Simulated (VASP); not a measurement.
# BaTe (Fm-3m) in VASP: further runs

BaTe is run at these levels: PBEsol; tasks: single point, relaxation of cell and atoms.

Program: VASP 6.6.1. These are calculated values, not measurements. Logs are shortened: lines on timing, memory, paths and dates and some standing lists are left out, and cuts for length are marked.

### 1 The cell of the first run

It takes space group Fm-3m (No. 225, cubic). The conventional cell has a = 6.943 Å, b = 6.943 Å, c = 6.943 Å, α = 90.00°, β = 90.00°, γ = 90.00°. Within 4.6 Å of Ba (site symmetry m-3m) lie 6 Te at 3.47 Å. Within 4.6 Å of Te (site symmetry m-3m) lie 6 Ba at 3.47 Å.

### 2 Single point, PBEsol

Input file INCAR:

```
SYSTEM = BaTe
ALGO = Normal ; EDIFF = 1E-6
ENCUT = 520 ; GGA = PS
ISIF = 2 ; ISMEAR = -1
LASPH = .True. ; LCHARG = .True.
LELF = .True. ; LREAL = .False.
LVHAR = .True. ; LWAVE = .False.
NBANDS = 15 ; NELM = 80
PREC = Accurate ; SIGMA = 0.05
```

Input file KPOINTS:

```
k-points
0
Gamma
  10 10 10
  0 0 0
```

Input file POSCAR:

```
BaTe
1.0
    0.0000000000      3.4713739177      3.4713739177
    3.4713739177      0.0000000000      3.4713739177
    3.4713739177      3.4713739177      0.0000000000
Ba Te
1 1
Direct
    0.0000000000      0.0000000000      0.0000000000
    0.5000000000      0.5000000000      0.5000000000
```

Potentials or basis: VASP PAW PBE potentials, release 64 (Ba_sv, Te).

Command:

```console
> cat potpaw_PBE.64/Ba_sv/POTCAR potpaw_PBE.64/Te/POTCAR > POTCAR
> mpirun -np 1 vasp_std > vasp.out
```

OUTCAR:

```text
SYSTEM = BaTe
   EDIFF = 1E-6
   ENCUT = 520
   GGA = PS
   ISIF = 2
   ISMEAR = -1
   LASPH = .True.
   LREAL = .False.
   NELM = 80
   PREC = Accurate

 ion  position               nearest neighbor table
   1  0.000  0.000  0.000-   2 3.47   2 3.47   2 3.47   2 3.47   2 3.47   2 3.47
   2  0.500  0.500  0.500-   1 3.47   1 3.47   1 3.47   1 3.47   1 3.47   1 3.47

  LATTYP: Found a face centered cubic cell.
 ALAT       =     6.9427478354

  Lattice vectors:

 A1 = (   0.0000000000,   3.4713739177,   3.4713739177)
 A2 = (   3.4713739177,   0.0000000000,   3.4713739177)
 A3 = (   3.4713739177,   3.4713739177,   0.0000000000)

Analysis of symmetry for initial positions (statically):
=====================================================================
 Subroutine PRICEL returns:
 Original cell was already a primitive cell.

 Routine SETGRP: Setting up the symmetry group for a
 face centered cubic supercell.

 Subroutine GETGRP returns: Found 48 space group operations
[... 9 lines left out ...]

 Routine SETGRP: Setting up the symmetry group for a
 face centered cubic supercell.

 Subroutine GETGRP returns: Found 48 space group operations
[... 11 lines left out ...]
                                     Primitive cell

  volume of cell :      83.6631

  direct lattice vectors                    reciprocal lattice vectors
     0.000000000  3.471373918  3.471373918    -0.144035189  0.144035189  0.144035189
     3.471373918  0.000000000  3.471373918     0.144035189 -0.144035189  0.144035189
     3.471373918  3.471373918  0.000000000     0.144035189  0.144035189 -0.144035189

  length of vectors
     4.909264074  4.909264074  4.909264074     0.249476266  0.249476266  0.249476266

  position of ions in fractional coordinates (direct lattice)
     0.000000000  0.000000000  0.000000000
     0.500000000  0.500000000  0.500000000

  ion indices of the primitive-cell ions
   primitive index   ion index
                 1           1
                 2           2

----------------------------------------------------------------------------------------

 KPOINTS: k-points

Automatic generation of k-mesh.
 Grid dimensions read from file:
 generate k-points for:   10   10   10

 Generating k-lattice:

  Cartesian coordinates                     Fractional coordinates (reciprocal lattice)
    -0.014403519  0.014403519  0.014403519     0.100000000  0.000000000  0.000000000
     0.014403519 -0.014403519  0.014403519     0.000000000  0.100000000  0.000000000
     0.014403519  0.014403519 -0.014403519     0.000000000  0.000000000  0.100000000

  Length of vectors
     0.024947627  0.024947627  0.024947627

  Shift w.r.t. Gamma in fractional coordinates (k-lattice)
     0.000000000  0.000000000  0.000000000

 Subroutine IBZKPT returns following result:
 ===========================================

 Found     47 irreducible k-points:

 Following reciprocal coordinates:
            Coordinates               Weight
  0.000000  0.000000  0.000000      1.000000
  0.100000  0.000000  0.000000      8.000000
  0.200000  0.000000  0.000000      8.000000
  0.300000  0.000000  0.000000      8.000000
  0.400000  0.000000  0.000000      8.000000
  0.500000  0.000000  0.000000      4.000000
[... 16 lines left out ...]
  0.300000  0.300000  0.000000      6.000000
  0.400000  0.300000  0.000000     24.000000
 [... further k-points ...]
   k-points           NKPTS =     47   k-points in BZ     NKDIM =     47   number of bands    NBANDS=     15
   number of dos      NEDOS =    301   number of ions     NIONS =      2
   total plane-waves  NPLWV =  64000
   dimension x,y,z NGX =    40 NGY =   40 NGZ =   40
   dimension x,y,z NGXF=    80 NGYF=   80 NGZF=   80
   ions per type =               1   1
   NGX,Y,Z   is equivalent  to a cutoff of  13.55, 13.55, 13.55 a.u.
   NGXF,Y,Z  is equivalent  to a cutoff of  27.09, 27.09, 27.09 a.u.
 SYSTEM =  BaTe
   PREC   = accura    normal or accurate (medium, high low for compatibility)
   ISTART =      0    job   : 0-new  1-cont  2-samecut
   ICHARG =      2    charge: 1-file 2-atom 10-const
   ISPIN  =      1    spin polarized calculation?
   LNONCOLLINEAR =      F non collinear calculations
   LSORBIT =      F    spin-orbit coupling
   LASPH  =      T    aspherical Exc in radial PAW
   ENCUT  =  520.0 eV  38.22 Ry    6.18 a.u.   9.13  9.13  9.13*2*pi/ulx,y,z
   NELM   =     80;   NELMIN=  2; NELMDL= -5     # of ELM steps
   EDIFF  = 0.1E-05   stopping-criterion for ELM
   LREAL  =      F    real-space projection
   EDIFFG = 0.1E-04   stopping-criterion for IOM
   NSW    =      0    number of steps for IOM
   IBRION =     -1    ionic relax: 0-MD 1-quasi-New 2-CG
   NFREE  =      0    steps in history (QN), initial steepest desc. (CG)
   ISIF   =      2    stress and relaxation
   ISYM   =      2    0-nonsym 1-usesym 2-fastsym
   POTIM  = 0.5000    time-step for ionic-motion
   TEBEG  =    0.0;   TEEND  =   0.0 temperature during run
   PSTRESS=    0.0 pullay stress
   NELECT =      16.0000    total number of electrons
   NUPDOWN=      -1.0000    fix difference up-down
   EMIN   =  10.00;   EMAX   =-10.00  energy-range for DOS
   EFERMI =   0.00;   METHOD = LEGACY
   ISMEAR =    -1;   SIGMA  =   0.05  broadening in eV -4-tet -1-fermi 0-gaus
   EFERMI_NEDOS =   21; number of points for ismear=-14 and -15
   IALGO  =     38    algorithm
   IMIX   =      4    mixing-type and parameters
     AMIX     =   0.40;   BMIX     =  1.00
     AMIX_MAG =   1.60;   BMIX_MAG =  1.00
  volume/ion in A,a.u.               =      41.83       282.29
  Fermi-wavevector in a.u.,A,eV,Ry     =   0.943199  1.782388 12.104080  0.889625
  Thomas-Fermi vector in A             =   2.070883
   LORBIT       =      0    0 simple, 1 ext, 2 COOP (PROOUT), +10 PAW based schemes
   GGA     = PS    functional components
   LHFCALC =     F    Hartree Fock is set to
   AEXX    =    0.0000 exact exchange contribution
   IVDW    =     0    specifies the selected vdW correction
   LEPSILON=     F    determine dielectric tensor
   LRPA    =     F    only Hartree local field effects (RPA)
 non-spin polarized calculation
  energy-cutoff  :      520.00
  volume of cell :       83.66
 maximum number of plane-waves:      2279
 NGX is ok and might be reduce to    40
   NGX = 19   NGY = 19   NGZ = 19

 number of electron      16.0000000 magnetization

 Free energy of the ion-electron system (eV)
  ---------------------------------------------------
  ext. energy  EPLUGINS =         0.00000000
  ---------------------------------------------------
  free energy    TOTEN  =        -9.19096949 eV

  energy without entropy =       -9.19096948  energy(sigma->0) =       -9.19096948

 E-fermi :   3.0060     XC(G=0):  -8.5099

 val. band max:        2.3104939412   @ k =   0.0000   0.0000   0.0000
 cond. band min:       3.6843948962   @ k =   0.5000   0.5000   0.0000
 fundamental gap:      1.3739009550
 Fermi energy:         3.0059782074

 k-point     1 :       0.0000    0.0000    0.0000
  band No.  band energies     occupation
      1     -24.6081      2.00000
      2      -9.7527      2.00000
      3      -9.7527      2.00000
      4      -9.7527      2.00000
      5      -7.3250      2.00000
      6       2.3105      2.00000
      7       2.3105      2.00000
      8       2.3105      2.00000
      9       5.1585      0.00000
     10       5.1585      0.00000
     11       5.1585      0.00000
     12       5.1597      0.00000
     13       5.8307      0.00000
     14       5.8307      0.00000
     15       9.1473      0.00000

 k-point     2 :       0.1000    0.0000    0.0000
  band No.  band energies     occupation
      1     -24.6066      2.00000
      2      -9.8105      2.00000
      3      -9.7540      2.00000
      4      -9.7540      2.00000
      5      -7.2384      2.00000
      6       1.9302      2.00000
      7       2.1395      2.00000
      8       2.1395      2.00000
      9       5.1625      0.00000
     10       5.2917      0.00000
     11       5.2917      0.00000
     12       5.6427      0.00000
     13       6.1378      0.00000
     14       6.1378      0.00000
     15       9.4861      0.00000

 k-point     3 :       0.2000    0.0000    0.0000
  band No.  band energies     occupation
      1     -24.6027      2.00000
      2      -9.9473      2.00000
      3      -9.7572      2.00000
      4      -9.7572      2.00000
      5      -7.0231      2.00000
      6       1.2147      2.00000
      7       1.7786      2.00000
      8       1.7786      2.00000
      9       5.2408      0.00000
     10       5.6499      0.00000
     11       5.6499      0.00000
     12       6.6403      0.00000
     13       6.9306      0.00000
     14       6.9306      0.00000
     15      10.3200      0.00000

 k-point     4 :       0.3000    0.0000    0.0000
  band No.  band energies     occupation
      1     -24.5979      2.00000
      2     -10.0953      2.00000
      3      -9.7611      2.00000
      4      -9.7611      2.00000
      5      -6.7715      2.00000
      6       0.5590      2.00000
      7       1.4312      2.00000
      8       1.4312      2.00000
      9       5.4974      0.00000
     10       6.1929      0.00000
     11       6.1929      0.00000
     12       7.5430      0.00000
     13       7.9724      0.00000
     14       7.9724      0.00000
     15      10.4868      0.00000
[... 307 lines left out ...]
 k-point    22 :      -0.2000    0.2000    0.0000
  band No.  band energies     occupation
      1     -24.5963      2.00000
      2     -10.0666      2.00000
      3      -9.8242      2.00000
      4      -9.7547      2.00000
      5      -6.7812      2.00000
      6       0.5250      2.00000
      7       1.2907      2.00000
      8       1.6812      2.00000
      9       5.6852      0.00000
     10       5.9368      0.00000
     11       6.2720      0.00000
     12       7.0186      0.00000
     13       7.9435      0.00000
     14       8.9642      0.00000
     15      10.5150      0.00000

 k-point    23 :       0.3000    0.3000    0.0000
  band No.  band energies     occupation
      1     -24.5946      2.00000
      2      -9.9890      2.00000
      3      -9.8149      2.00000
      4      -9.8149      2.00000
      5      -6.9640      2.00000
      6       0.6797      2.00000
      7       1.9477      2.00000
      8       1.9477      2.00000
      9       4.0620      0.00000
     10       6.3071      0.00000
     11       6.3851      0.00000
     12       7.3594      0.00000
     13       7.3594      0.00000
     14       9.8083      0.00000
     15      10.4365      0.00000

 k-point    24 :       0.4000    0.3000    0.0000
  band No.  band energies     occupation
      1     -24.5916      2.00000
      2     -10.0164      2.00000
      3      -9.8334      2.00000
      4      -9.8236      2.00000
      5      -6.9517      2.00000
      6       0.7505      2.00000
      7       1.7308      2.00000
      8       1.8310      2.00000
      9       4.1152      0.00000
     10       6.7449      0.00000
     11       6.7946      0.00000
     12       7.7175      0.00000
     13       7.7420      0.00000
     14       8.9463      0.00000
     15      10.2755      0.00000

 [... further k-points ...]
[... 5 lines left out ...]
  --------------------------------------------------------------------------------------
  -------------------------------------------------------------------------------------
  Total        0.1906190      0.1906190      0.1906190      0.0000000     -0.0000000      0.0000000
  in kB        3.6504187      3.6504187      3.6504187      0.0000000     -0.0000000      0.0000000
  external PRESSURE =       3.6504187 kB  Pullay stress =       0.0000000 kB

 VOLUME and BASIS-vectors are now :
 -----------------------------------------------------------------------------
  energy-cutoff  :      520.00
  volume of cell :       83.66
      direct lattice vectors                 reciprocal lattice vectors
     0.000000000  3.471373918  3.471373918    -0.144035189  0.144035189  0.144035189
     3.471373918  0.000000000  3.471373918     0.144035189 -0.144035189  0.144035189
     3.471373918  3.471373918  0.000000000     0.144035189  0.144035189 -0.144035189

 POSITION                                       TOTAL-FORCE (eV/Angst)
 -----------------------------------------------------------------------------------
      0.00000      0.00000      0.00000         0.000000      0.000000     -0.000000
      3.47137      3.47137      3.47137        -0.000000     -0.000000      0.000000
 -----------------------------------------------------------------------------------
    total drift:                                0.000000     -0.000000     -0.000000

  FREE ENERGIE OF THE ION-ELECTRON SYSTEM (eV)
  ---------------------------------------------------
  free  energy   TOTEN  =        -9.1909694913 eV

  energy  without entropy=       -9.1909694752  energy(sigma->0) =       -9.19096948
```

Wall time 62 s (1 thread of Intel Xeon Platinum 8488C (Sapphire Rapids), shared host); peak memory 0.26 GiB.

Results:

```
Free energy            : -9.1910 eV
Pressure               : 0.4 GPa
Band gap on the k mesh : 1.37 eV, indirect (least direct gap 1.76 eV)
```

Caveat: the PAW data sets were made with another functional, which shifts forces and pressure a little; spin-orbit coupling is left out, which moves the levels of the heavy elements. A k mesh can miss the band edges.

### 3 Relaxation of cell and atoms, PBEsol

This run uses another cell than the first one, of 39.65 Å³/atom, 0.948 times its volume.

Input file INCAR:

```
PREC     = Accurate       # precision mode
ENCUT    = 600            # plane-wave cutoff, eV
EDIFF    = 1E-6           # SCF threshold, eV
ISMEAR   = -1             # smearing method
SIGMA    = 0.05           # smearing width, eV
LREAL    = False          # projectors in reciprocal space
LASPH    = True           # aspherical terms in the spheres
NELM     = 100            # most SCF steps
ALGO     = Normal         # electronic algorithm
ISIF     = 3              # what is computed and relaxed
LWAVE    = False          # write WAVECAR
LCHARG   = False          # write CHGCAR
GGA      = PS             # functional
IBRION   = 2              # ionic algorithm
NSW      = 100            # ionic steps
EDIFFG   = -0.002         # ionic threshold
```

Input file KPOINTS:

```
Automatic mesh
0
Gamma
  10 10 10
```

Input file POSCAR:

```
BaTe
1.0
    0.0000000000      3.4100000000      3.4100000000
    3.4100000000      0.0000000000      3.4100000000
    3.4100000000      3.4100000000      0.0000000000
Ba Te
1 1
Direct
    0.0000000000      0.0000000000      0.0000000000
    0.5000000000      0.5000000000      0.5000000000
```

Potentials or basis: VASP PAW PBE potentials, release 64 (Ba_sv, Te).

Command:

```console
> cat potpaw_PBE.64/Ba_sv/POTCAR potpaw_PBE.64/Te/POTCAR > POTCAR
> mpirun -np 1 vasp_std > vasp.out
```

Run time: 3.2 min. Hardware: 1 thread of Intel Xeon Platinum 8488C (Sapphire Rapids), shared host; peak memory 0.28 GiB.

The run converged. Its results:

```yaml
Free_energy: -9.1919 eV
Relaxed_volume: 42.31 Å³/atom
Relaxed_cell: a = 4.928 Å, b = 4.928 Å, c = 4.928 Å, α = 60.00°, β = 60.00°, γ = 60.00°
Space_group_after_relaxing_to_0.05_Å: Fm-3m (No. 225)
Energy_gained_by_relaxing: 18.5 meV/atom
Ionic_steps: 10
Pressure_after_relaxing: 0.0 GPa
Band_gap_on_the_k_mesh: 1.40 eV, indirect (least direct gap 1.79 eV)
```

The path:
| step | energy change (eV) | largest force (eV/Å) | pressure (GPa) | volume (Å³) |
| --- | --- | --- | --- | --- |
| 1 | 0.0000 | 0.0000 | 2.37 | 79.30 |
| 2 | -0.0339 | 0.0000 | -0.58 | 86.23 |
| 3 | -0.0369 | 0.0000 | 0.01 | 84.58 |
| 4 | -0.0369 | 0.0000 | -0.02 | 84.69 |
| 5 | -0.0369 | 0.0000 | -0.01 | 84.62 |
| 6 | -0.0369 | 0.0000 | 0.01 | 84.56 |
| 7 | -0.0369 | 0.0000 | 0.01 | 84.59 |
| 8 | -0.0369 | 0.0000 | 0.02 | 84.60 |
| 9 | -0.0369 | 0.0000 | 0.02 | 84.61 |
| 10 | -0.0369 | 0.0000 | 0.00 | 84.62 |

Final structure:
```xyz
2
Lattice="0.0000 3.4845 3.4845 3.4845 0.0000 3.4845 3.4845 3.4845 0.0000" Properties=species:S:1:pos:R:3 pbc="T T T"
Ba    0.0000    0.0000    0.0000
Te    3.4845    3.4845    3.4845
```

Levels at points of the mesh, in eV from the valence-band top:
| k point | band 6 | band 7 | band 8 | band 9 | band 10 | band 11 |
| --- | --- | --- | --- | --- | --- | --- |
| (0.00, 0.00, 0.00) | 0.00 | 0.00 | 0.00 | 2.80 | 2.86 | 2.86 |
| (0.50, 0.00, 0.00) | -2.32 | -1.17 | -1.17 | 4.09 | 4.73 | 4.88 |
| (0.50, 0.50, 0.00) | -1.16 | -0.39 | -0.39 | 1.40 | 4.44 | 4.59 |

Caveat: the PAW data sets were made with another functional, which shifts forces and pressure a little; spin-orbit coupling is left out, which moves the levels of the heavy elements. A k mesh can miss the band edges.
